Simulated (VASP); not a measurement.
# Mg (Im-3m) in VASP: a series of runs

Runs on Mg. Level: r2SCAN. Tasks: single point.

Everything below comes from runs of VASP 6.6.1. Logs are shortened: lines on timing, memory, paths and dates and some standing lists are left out, and cuts for length are marked.

## 1. The cell of the first run

It takes space group Im-3m (No. 229, cubic). The conventional cell has a = 3.459 Å, b = 3.459 Å, c = 3.459 Å, α = 90.00°, β = 90.00°, γ = 90.00°. Within 3.9 Å of Mg (site symmetry m-3m) lie 14 Mg at 3.00 to 3.46 Å.

This isn't the form of Mg at room conditions, which is hcp.

## 2. Single point, r2SCAN (20.70 Å³/atom)

Input file POSCAR:

```
Mg
1.0
   -1.7297091161      1.7297091161      1.7297091161
    1.7297091161     -1.7297091161      1.7297091161
    1.7297091161      1.7297091161     -1.7297091161
Mg
1
Direct
    0.0000000000      0.0000000000      0.0000000000
```

Input file INCAR.step1:

```
  ALGO = Normal
  EDIFF = 1E-4
  ENCUT = 520
  GGA = PE
  ISMEAR = -1
  LASPH = T
  LCHARG = F
  LREAL = F
  LWAVE = T
  NBANDS = 7
  NELM = 60
  PREC = Accurate
  SIGMA = 0.1
```

Input file INCAR.step2:

```
  ALGO = Normal
  EDIFF = 1E-6
  ENCUT = 520
  ISIF = 2
  ISMEAR = -1
  ISTART = 1
  LASPH = T
  LCHARG = F
  LMIXTAU = T
  LREAL = F
  LWAVE = F
  METAGGA = R2SCAN
  NBANDS = 7
  NELM = 60
  PREC = Accurate
  SIGMA = 0.1
```

Input file KPOINTS:

```
k-points
0
Gamma
  14 14 14
```

Potentials or basis: VASP PAW PBE potentials, release 64 (Mg).

On the command line:

```
$ cat potpaw_PBE.64/Mg/POTCAR > POTCAR
$ cp INCAR.step1 INCAR
$ mpirun -np 1 vasp_std > vasp.out
$ cp INCAR.step2 INCAR
$ mpirun -np 1 vasp_std > vasp.out
```

OUTCAR:

```text
EDIFF = 1E-6
   ENCUT = 520
   ISIF = 2
   ISMEAR = -1
   ISTART = 1
   LASPH = T
   LREAL = F
   METAGGA = R2SCAN
   NELM = 60
   PREC = Accurate

 ion  position               nearest neighbor table
   1  0.000  0.000  0.000-

  LATTYP: Found a body centered cubic cell.
 ALAT       =     3.4594182322

  Lattice vectors:

 A1 = (  -1.7297091161,   1.7297091161,   1.7297091161)
 A2 = (   1.7297091161,  -1.7297091161,   1.7297091161)
 A3 = (   1.7297091161,   1.7297091161,  -1.7297091161)

Analysis of symmetry for initial positions (statically):
=====================================================================
 Subroutine PRICEL returns:
 Original cell was already a primitive cell.

 Routine SETGRP: Setting up the symmetry group for a
 body centered cubic supercell.

 Subroutine GETGRP returns: Found 48 space group operations
 (whereof 48 operations were pure point group operations)
 out of a pool of 48 trial point group operations.

The static configuration has the point symmetry O_h .

Analysis of symmetry for dynamics (positions and initial velocities):
=====================================================================
 Subroutine PRICEL returns:
 Original cell was already a primitive cell.

 Routine SETGRP: Setting up the symmetry group for a
 body centered cubic supercell.

 Subroutine GETGRP returns: Found 48 space group operations
 (whereof 48 operations were pure point group operations)
 out of a pool of 48 trial point group operations.

The dynamic configuration has the point symmetry O_h .

 Subroutine INISYM returns: Found 48 space group operations
 (whereof 48 operations are pure point group operations),
 and found     1 'primitive' translations

----------------------------------------------------------------------------------------

                                     Primitive cell

  volume of cell :      20.7004

  direct lattice vectors                    reciprocal lattice vectors
    -1.729709116  1.729709116  1.729709116     0.000000000  0.289065945  0.289065945
     1.729709116 -1.729709116  1.729709116     0.289065945  0.000000000  0.289065945
     1.729709116  1.729709116 -1.729709116     0.289065945  0.289065945  0.000000000

  length of vectors
     2.995944071  2.995944071  2.995944071     0.408800980  0.408800980  0.408800980

  position of ions in fractional coordinates (direct lattice)
     0.000000000  0.000000000  0.000000000

  ion indices of the primitive-cell ions
   primitive index   ion index
                 1           1

----------------------------------------------------------------------------------------

 KPOINTS: k-points

Automatic generation of k-mesh.
 Grid dimensions read from file:
 generate k-points for:   14   14   14

 Generating k-lattice:

  Cartesian coordinates                     Fractional coordinates (reciprocal lattice)
     0.000000000  0.020647567  0.020647567     0.071428571  0.000000000  0.000000000
     0.020647567  0.000000000  0.020647567     0.000000000  0.071428571  0.000000000
     0.020647567  0.020647567  0.000000000     0.000000000  0.000000000  0.071428571

  Length of vectors
     0.029200070  0.029200070  0.029200070

  Shift w.r.t. Gamma in fractional coordinates (k-lattice)
     0.000000000  0.000000000  0.000000000

 Subroutine IBZKPT returns following result:
 ===========================================

 Found    104 irreducible k-points:

 Following reciprocal coordinates:
            Coordinates               Weight
  0.000000  0.000000  0.000000      1.000000
  0.071429  0.000000  0.000000     12.000000
  0.142857  0.000000  0.000000     12.000000
  0.214286  0.000000  0.000000     12.000000
  0.285714  0.000000  0.000000     12.000000
  0.357143  0.000000  0.000000     12.000000
[... 16 lines left out ...]
  0.285714  0.285714  0.000000     24.000000
  0.357143  0.285714  0.000000     24.000000
 [... further k-points ...]
   k-points           NKPTS =    104   k-points in BZ     NKDIM =    104   number of bands    NBANDS=      7
   number of dos      NEDOS =    301   number of ions     NIONS =      1
   total plane-waves  NPLWV =  13824
   dimension x,y,z NGX =    24 NGY =   24 NGZ =   24
   dimension x,y,z NGXF=    48 NGYF=   48 NGZF=   48
   ions per type =               1
   NGX,Y,Z   is equivalent  to a cutoff of  13.32, 13.32, 13.32 a.u.
   NGXF,Y,Z  is equivalent  to a cutoff of  26.64, 26.64, 26.64 a.u.
 SYSTEM =  unknown system
   PREC   = accura    normal or accurate (medium, high low for compatibility)
   ISTART =      1    job   : 0-new  1-cont  2-samecut
   ICHARG =      0    charge: 1-file 2-atom 10-const
   ISPIN  =      1    spin polarized calculation?
   LNONCOLLINEAR =      F non collinear calculations
   LSORBIT =      F    spin-orbit coupling
   LASPH  =      T    aspherical Exc in radial PAW
   ENCUT  =  520.0 eV  38.22 Ry    6.18 a.u.   5.57  5.57  5.57*2*pi/ulx,y,z
   NELM   =     60;   NELMIN=  2; NELMDL=  0     # of ELM steps
   EDIFF  = 0.1E-05   stopping-criterion for ELM
   LREAL  =      F    real-space projection
   EDIFFG = 0.1E-04   stopping-criterion for IOM
   NSW    =      0    number of steps for IOM
   IBRION =     -1    ionic relax: 0-MD 1-quasi-New 2-CG
   NFREE  =      0    steps in history (QN), initial steepest desc. (CG)
   ISIF   =      2    stress and relaxation
   ISYM   =      2    0-nonsym 1-usesym 2-fastsym
   POTIM  = 0.5000    time-step for ionic-motion
   TEBEG  =    0.0;   TEEND  =   0.0 temperature during run
   PSTRESS=    0.0 pullay stress
   NELECT =       2.0000    total number of electrons
   NUPDOWN=      -1.0000    fix difference up-down
   EMIN   =  10.00;   EMAX   =-10.00  energy-range for DOS
   EFERMI =   0.00;   METHOD = LEGACY
   ISMEAR =    -1;   SIGMA  =   0.10  broadening in eV -4-tet -1-fermi 0-gaus
   EFERMI_NEDOS =   21; number of points for ismear=-14 and -15
   IALGO  =     38    algorithm
   IMIX   =      4    mixing-type and parameters
     AMIX     =   0.40;   BMIX     =  1.00
     AMIX_MAG =   1.60;   BMIX_MAG =  1.00
  volume/ion in A,a.u.               =      20.70       139.69
  Fermi-wavevector in a.u.,A,eV,Ry     =   0.751205  1.419571  7.677888  0.564309
  Thomas-Fermi vector in A             =   1.848133
   LORBIT       =      0    0 simple, 1 ext, 2 COOP (PROOUT), +10 PAW based schemes
   METAGGA = R2SCAN    functional components
   LHFCALC =     F    Hartree Fock is set to
   AEXX    =    0.0000 exact exchange contribution
   IVDW    =     0    specifies the selected vdW correction
   LEPSILON=     F    determine dielectric tensor
   LRPA    =     F    only Hartree local field effects (RPA)
 non-spin polarized calculation
  energy-cutoff  :      520.00
  volume of cell :       20.70
 maximum number of plane-waves:       586
 NGX is ok and might be reduce to    24
   NGX = 11   NGY = 11   NGZ = 11

 number of electron       2.0000000 magnetization

 Free energy of the ion-electron system (eV)
  ---------------------------------------------------
  ext. energy  EPLUGINS =         0.00000000
  ---------------------------------------------------
  free energy    TOTEN  =        -4.10970369 eV

  energy without entropy =       -4.09725644  energy(sigma->0) =       -4.10348007

 E-fermi :   3.2986     XC(G=0):  -9.3803

 val. band max:        3.2946250638   @ k =  -0.4286   0.4286   0.3571
 cond. band min:       3.3328466035   @ k =   0.3571   0.1429   0.1429
 fundamental gap:      0.0382215396
 Fermi energy:         3.2986152823

 k-point     1 :       0.0000    0.0000    0.0000
  band No.  band energies     occupation
      1      -4.6446      2.00000
      2      17.8686      0.00000
      3      17.8686      0.00000
      4      17.8686      0.00000
      5      20.1369      0.00000
      6      20.1369      0.00000
      7      21.1442      0.00000

 k-point     2 :       0.0714    0.0000    0.0000
  band No.  band energies     occupation
      1      -4.5080      2.00000
      2      16.3830      0.00000
      3      17.1688      0.00000
      4      17.3947      0.00000
      5      19.0613      0.00000
      6      19.1898      0.00000
      7      21.2002      0.00000

 k-point     3 :       0.1429    0.0000    0.0000
  band No.  band energies     occupation
      1      -4.0992      2.00000
      2      13.6382      0.00000
      3      15.9665      0.00000
      4      16.5295      0.00000
      5      17.7920      0.00000
      6      18.7121      0.00000
      7      21.4166      0.00000

 k-point     4 :       0.2143    0.0000    0.0000
  band No.  band energies     occupation
      1      -3.4221      2.00000
      2      10.9037      0.00000
      3      14.8546      0.00000
      4      15.7112      0.00000
      5      16.7351      0.00000
      6      18.1580      0.00000
      7      21.9751      0.00000

 k-point     5 :       0.2857    0.0000    0.0000
  band No.  band energies     occupation
      1      -2.4831      2.00000
      2       8.3426      0.00000
      3      13.9559      0.00000
      4      15.0480      0.00000
      5      15.9123      0.00000
      6      17.5711      0.00000
      7      22.7718      0.00000

 k-point     6 :       0.3571    0.0000    0.0000
  band No.  band energies     occupation
      1      -1.2924      2.00000
      2       5.9901      0.00000
      3      13.3036      0.00000
      4      14.5678      0.00000
      5      15.3257      0.00000
      6      17.0745      0.00000
      7      23.5830      0.00000

 k-point     7 :       0.4286    0.0000    0.0000
  band No.  band energies     occupation
      1       0.1260      2.00000
      2       3.8745      0.00629
      3      12.9092      0.00000
      4      14.2784      0.00000
      5      14.9744      0.00000
      6      16.7488      0.00000
      7      24.4294      0.00000

 k-point     8 :       0.5000    0.0000    0.0000
  band No.  band energies     occupation
      1       1.3902      2.00000
      2       2.3780      1.99980
      3      12.7774      0.00000
      4      14.1818      0.00000
      5      14.8575      0.00000
      6      16.6360      0.00000
      7      24.8833      0.00000

 k-point     9 :       0.0714    0.0714    0.0000
  band No.  band energies     occupation
      1      -4.2353      2.00000
      2      14.8595      0.00000
      3      15.3295      0.00000
      4      16.8090      0.00000
      5      18.4820      0.00000
      6      19.2685      0.00000
      7      21.3409      0.00000

 k-point    10 :       0.1429    0.0714   -0.0000
  band No.  band energies     occupation
      1      -3.6923      2.00000
      2      12.2826      0.00000
      3      14.0008      0.00000
      4      15.9135      0.00000
      5      17.8035      0.00000
      6      19.1356      0.00000
      7      21.0499      0.00000

 k-point    11 :       0.2143    0.0714    0.0000
  band No.  band energies     occupation
      1      -2.8842      2.00000
      2       9.6632      0.00000
      3      13.0105      0.00000
      4      15.1102      0.00000
      5      16.9911      0.00000
      6      18.8640      0.00000
      7      21.2277      0.00000
[... 51 lines left out ...]
 k-point    17 :       0.2857    0.1429   -0.0000
  band No.  band energies     occupation
      1      -0.8993      2.00000
      2       6.3114      0.00000
      3       9.9453      0.00000
      4      13.7505      0.00000
      5      17.1170      0.00000
      6      20.0386      0.00000
      7      21.6852      0.00000

 k-point    18 :       0.3571    0.1429    0.0000
  band No.  band energies     occupation
      1       0.5105      2.00000
      2       4.2301      0.00018
      3       9.5541      0.00000
      4      13.4101      0.00000
      5      16.8039      0.00000
      6      20.1614      0.00000
      7      22.2990      0.00000

 k-point    19 :       0.4286    0.1429    0.0000
  band No.  band energies     occupation
      1       1.7627      2.00000
      2       2.7524      1.99154
      3       9.4248      0.00000
      4      13.2957      0.00000
      5      16.6954      0.00000
      6      20.1440      0.00000
      7      22.8727      0.00000

 k-point    20 :       0.2143    0.2143    0.0000
  band No.  band energies     occupation
      1      -1.0296      2.00000
      2       7.3951      0.00000
      3       8.6714      0.00000
      4      13.6380      0.00000
      5      18.0601      0.00000
      6      19.5305      0.00000
      7      23.5265      0.00000

 k-point    21 :       0.2857    0.2143    0.0000
  band No.  band energies     occupation
      1       0.2633      2.00000
      2       5.5855      0.00000
      3       7.7806      0.00000
      4      13.1760      0.00000
      5      18.0711      0.00000
      6      20.1806      0.00000
      7      23.1233      0.00000

 k-point    22 :       0.3571    0.2143    0.0000
  band No.  band energies     occupation
      1       1.7306      2.00000
      2       3.7365      0.02478
      3       7.4549      0.00000
      4      12.9416      0.00000
      5      17.9503      0.00000
      6      21.2393      0.00000
      7      22.3594      0.00000

 k-point    23 :       0.2857    0.2857    0.0000
  band No.  band energies     occupation
      1       1.6393      2.00000
      2       4.7581      0.00000
      3       6.1789      0.00000
      4      12.8215      0.00000
      5      18.9512      0.00000
      6      20.1742      0.00000
      7      22.8906      0.00000

 k-point    24 :       0.3571    0.2857    0.0000
  band No.  band energies     occupation
      1       2.8831      1.96913
      2       3.6158      0.08050
      3       5.7245      0.00000
      4      12.7022      0.00000
      5      19.2202      0.00000
      6      20.5771      0.00000
      7      22.0929      0.00000

 [... further k-points ...]
[... 5 lines left out ...]
  --------------------------------------------------------------------------------------
  -------------------------------------------------------------------------------------
  Total        0.4677638      0.4677638      0.4677638      0.0000000      0.0000000      0.0000000
  in kB       36.2041223     36.2041223     36.2041223      0.0000000      0.0000000      0.0000000
  external PRESSURE =      36.2041223 kB  Pullay stress =       0.0000000 kB

 VOLUME and BASIS-vectors are now :
 -----------------------------------------------------------------------------
  energy-cutoff  :      520.00
  volume of cell :       20.70
      direct lattice vectors                 reciprocal lattice vectors
    -1.729709116  1.729709116  1.729709116     0.000000000  0.289065945  0.289065945
     1.729709116 -1.729709116  1.729709116     0.289065945  0.000000000  0.289065945
     1.729709116  1.729709116 -1.729709116     0.289065945  0.289065945  0.000000000

 POSITION                                       TOTAL-FORCE (eV/Angst)
 -----------------------------------------------------------------------------------
      0.00000      0.00000      0.00000         0.000000     -0.000000      0.000000
 -----------------------------------------------------------------------------------
    total drift:                                0.000000     -0.000000     -0.000000

  FREE ENERGIE OF THE ION-ELECTRON SYSTEM (eV)
  ---------------------------------------------------
  free  energy   TOTEN  =        -4.1097036928 eV

  energy  without entropy=       -4.0972564413  energy(sigma->0) =       -4.10348007
```

It took 1.7 min on 1 thread of AMD EPYC 7R13, shared host; peak memory 0.12 GiB.

Results:

* Free energy: -4.1097 eV
* Pressure: 3.6 GPa
* Band gap on the k mesh: zero (bands 1 and 2 overlap by 5.03 eV)

Caveat: the cell stands under pressure; the PAW data sets were made with another functional, which shifts forces and pressure a little.

## 3. Single point, r2SCAN (21.60 Å³/atom)

This run uses another cell than the first one, of 21.60 Å³/atom.

Input file POSCAR:

```
Mg
1.0
   -1.7544225852      1.7544225852      1.7544225852
    1.7544225852     -1.7544225852      1.7544225852
    1.7544225852      1.7544225852     -1.7544225852
Mg
1
Direct
    0.0000000000      0.0000000000      0.0000000000
```

Input file INCAR.step1:

```
SYSTEM = Mg
PREC = Accurate ; ENCUT = 520
ISMEAR = -1 ; SIGMA = 0.1
LREAL = .False. ; LASPH = .True.
NELM = 100 ; NBANDS = 7
GGA = PE ; ALGO = Normal
EDIFF = 1E-4 ; LWAVE = .True.
LCHARG = .False.
```

Input file INCAR.step2:

```
SYSTEM = Mg
PREC = Accurate ; ENCUT = 520
EDIFF = 1E-6 ; ISMEAR = -1
SIGMA = 0.1 ; LREAL = .False.
LASPH = .True. ; NELM = 100
ALGO = Normal ; ISIF = 2
LWAVE = .False. ; LCHARG = .True.
METAGGA = R2SCAN ; LMIXTAU = .True.
LELF = .True. ; LVHAR = .True.
NBANDS = 7 ; ISTART = 1
```

Input file KPOINTS:

```
Automatic mesh
0
Gamma
  14 14 14
  0 0 0
```

Potentials or basis: VASP PAW PBE potentials, release 64 (Mg).

On the command line:

```
$ cat potpaw_PBE.64/Mg/POTCAR > POTCAR
$ cp INCAR.step1 INCAR
$ mpirun -np 1 vasp_std > vasp.out
$ cp INCAR.step2 INCAR
$ mpirun -np 1 vasp_std > vasp.out
```

It took 1.8 min on 1 thread of AMD EPYC 7R13, shared host; peak memory 0.12 GiB.

It converged, with:

| Quantity | Value |
| --- | --- |
| Free energy | -4.1240 eV |
| Pressure | 1.5 GPa |
| Band gap on the k mesh | zero (bands 1 and 2 overlap by 5.03 eV) |

Levels at points of the mesh, in eV from the Fermi level:
| k point | band 1 | band 2 | band 3 | band 4 | band 5 | band 6 |
| --- | --- | --- | --- | --- | --- | --- |
| (0.00, 0.00, 0.00) | -7.74 | 14.27 | 14.27 | 14.27 | 16.49 | 16.49 |
| (0.50, 0.00, 0.00) | -1.84 | -0.92 | 9.32 | 10.52 | 11.26 | 12.94 |
| (0.50, 0.50, 0.50) | 4.11 | 4.11 | 4.26 | 4.26 | 4.26 | 9.20 |

Caveat: the PAW data sets were made with another functional, which shifts forces and pressure a little.

[end of part 1 of 2]

The gap in the log of VASP goes by the Fermi energy; the results here count the filled bands.